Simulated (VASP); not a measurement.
Here is a VASP 6.6.1 calculation.

The input INCAR:

```
SYSTEM = KTaO3
  PREC = Accurate
  ENCUT = 520
  EDIFF = 1E-7
  ISMEAR = 0
  SIGMA = 0.02
  LREAL = .FALSE.
  LASPH = .TRUE.
  NELM = 100
  ALGO = Normal
  ISIF = 2
  LWAVE = .FALSE.
  LCHARG = .FALSE.
  GGA = PE
  NBANDS = 27
```

File KPOINTS:

```
Automatic mesh
0
G
  8 8 8
  0 0 0
```

File POSCAR:

```
KTaO3
1.0
    3.8564994787      0.0000000000      0.0000000000
    0.0000000000      3.8564994787      0.0000000000
    0.0000000000      0.0000000000      3.8564994787
K Ta O
1 1 3
Direct
    0.5000000000      0.5000000000      0.5000000000
    0.0000000000      0.0000000000      0.0000000000
    0.5000000000      0.0000000000      0.0000000000
    0.0000000000      0.5000000000      0.0000000000
    0.0000000000      0.0000000000      0.5000000000
```

Potentials or basis: VASP PAW PBE potentials, release 64 (K_sv, Ta_pv, O).

Command:

```sh
$ cat potpaw_PBE.64/K_sv/POTCAR potpaw_PBE.64/Ta_pv/POTCAR potpaw_PBE.64/O/POTCAR > POTCAR
$ mpirun -np 1 vasp_std > vasp.out
```

Task: What does it give for the pressure?

Result: 33.1 GPa.

Task: Predict the band gap on the k mesh.

Result: 2.38 eV, indirect (least direct gap 2.93 eV).

Caveat: spin-orbit coupling is left out, which moves the levels of the heavy elements. A k mesh can miss the band edges.
